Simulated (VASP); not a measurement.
**Pr3Mo: single point with PBE**

The system is Pr3Mo.

```xyz
4
Lattice="4.8553 0.0000 0.0000 0.0000 4.8553 0.0000 0.0000 0.0000 4.8539" Properties=species:S:1:pos:R:3 pbc="T T T"
Pr    0.0000    0.0000    0.0000
Pr    2.4276    0.0000    2.4269
Pr    0.0000    2.4276    2.4269
Mo    2.4276    2.4276    0.0000
```

The cell was built from a structure type or drawn by symmetry, and may not be a known phase.

- Program: VASP 6.6.1
- Task: single point
- Functional: PBE
- Potentials or basis: VASP PAW PBE potentials, release 64 (Pr_3, Mo_sv), 4f in core
- Cutoff: 500 eV
- k mesh: 10 × 10 × 10
- Occupations: gaussian, width 0.1 eV
- Spin: no spin polarisation
- Dipole correction: no
- Mended: yes
- Further INCAR settings: ALGO = Normal; EDIFF = 1e-06; NBANDS = 32

- Pressure: 0.0 GPa
- Band gap on the k mesh: zero (an odd number of electrons rules out a gap without spin polarisation)

Levels at points of the mesh, in eV from the Fermi level:
| k point | band 20 | band 21 | band 22 | band 23 | band 24 | band 25 | band 26 | band 27 |
| --- | --- | --- | --- | --- | --- | --- | --- | --- |
| (0.00, 0.00, 0.00) | -2.41 | -1.99 | -1.99 | -1.99 | 0.78 | 0.78 | 0.78 | 2.50 |
| (0.50, 0.00, 0.00) | -1.23 | -1.10 | -0.59 | -0.25 | -0.25 | 0.13 | 0.13 | 0.25 |
| (0.50, 0.50, 0.00) | -0.72 | -0.45 | -0.39 | -0.33 | -0.33 | 0.27 | 0.27 | 0.31 |
| (0.00, 0.00, 0.50) | -1.23 | -1.10 | -0.59 | -0.25 | -0.25 | 0.13 | 0.13 | 0.25 |
| (0.50, 0.00, 0.50) | -0.72 | -0.45 | -0.39 | -0.33 | -0.33 | 0.27 | 0.27 | 0.32 |
| (0.50, 0.50, 0.50) | -2.15 | -0.06 | -0.06 | 0.48 | 0.48 | 0.48 | 1.46 | 1.47 |

Run time: 2.1 min on 1 thread of Intel(R) Xeon(R) 6975P-C (Granite Rapids), with other jobs on the host, peak memory 0.48 GiB.

Caveat: spin-orbit coupling is left out, which moves the levels of the heavy elements; the 4f electrons are frozen in the core, so they carry no moment and show no levels. Spin polarisation is off, so any magnetic state and its effect on volume and gap are missing.
